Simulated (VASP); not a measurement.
Input of a VASP 6.6.1 run:

File POSCAR:

```
BN
1.0
    2.5009753125      0.0000000000      0.0000000000
   -1.2504876563      2.1659081548      0.0000000000
    0.0000000000      0.0000000000      6.8741616654
B N
2 2
Direct
    0.3072416340      0.7115631651      0.2683532750
    0.6171955064      0.2644931932      0.7277592029
    0.3440761428      0.6712461460      0.7429314584
    0.7314867168      0.3526974957      0.2609560638
```

The input INCAR.step1:

```
  ALGO = Normal
  EDIFF = 1E-4
  ENCUT = 520
  GGA = PE
  ISMEAR = 0
  LASPH = True
  LCHARG = False
  LREAL = False
  LWAVE = True
  NBANDS = 16
  NELM = 100
  PREC = Accurate
  SIGMA = 0.05
```

Contents of INCAR.step2:

```
  ALGO = Normal
  EDIFF = 1E-7
  ENCUT = 520
  ISIF = 2
  ISMEAR = 0
  ISTART = 1
  LASPH = True
  LCHARG = True
  LELF = True
  LMIXTAU = True
  LREAL = False
  LVHAR = True
  LWAVE = False
  METAGGA = R2SCAN
  NBANDS = 16
  NELM = 100
  PREC = Accurate
  SIGMA = 0.05
```

File KPOINTS:

```
k-points
0
Gamma
  12 12 4
```

Potentials or basis: VASP PAW PBE potentials, release 64 (B, N).

The run is started by

```bash
$ cat potpaw_PBE.64/B/POTCAR potpaw_PBE.64/N/POTCAR > POTCAR
$ cp INCAR.step1 INCAR
$ mpirun -np 1 vasp_std > vasp.out
$ cp INCAR.step2 INCAR
$ mpirun -np 1 vasp_std > vasp.out
```

(1) Estimate the pressure.

(2) What does it give for the largest force?

(3) Predict the band gap on the k mesh.

Answers

(1) 16.8 GPa.

(2) 9.411 eV/Å.

(3) 2.64 eV (least direct gap 3.81 eV).

Caveat: the cell differs from its parent crystal (atoms moved at random); the cell stands under pressure; the PAW data sets were made with another functional, which shifts forces and pressure a little.
